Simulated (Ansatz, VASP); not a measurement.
## BiTe: VASP beside Ansatz

```
Bi Te
1.0
     0.00000    3.21329    3.21329
     3.21329    0.00000    3.21329
     3.21329    3.21329    0.00000
Bi Te
1 1
Direct
  0.00000 0.00000 0.00000
  0.50000 0.50000 0.50000
```

Change from the starting cell: volume scaled by 0.98.

Alike in both runs: task single point; functional BLYP; k mesh 7 × 7 × 7; occupations fermi-dirac, width 0.02 eV; no spin polarisation.

|  | VASP | Ansatz |
| --- | --- | --- |
| version | VASP 6.6.1 | Ansatz 0.2.0 |
| potentials or method | VASP PAW PBE potentials, release 64 (Bi_d, Te), cutoff 520 eV | all-electron LAPW, scalar-relativistic |

VASP gave:

* gap on the k mesh at the Fermi level (eV): none
* pressure (GPa): 5.9

Q: What did Ansatz give for the same quantities?

A: gap on the k mesh at the Fermi level (eV): none; pressure (GPa): 5.7.

VASP's potentials were made for PBE, not for BLYP. A gap of «none» marks a metal or a gap that the smearing closes. Ansatz ran all-electron here, and VASP with PAW potentials.

Spin-orbit coupling is off throughout.
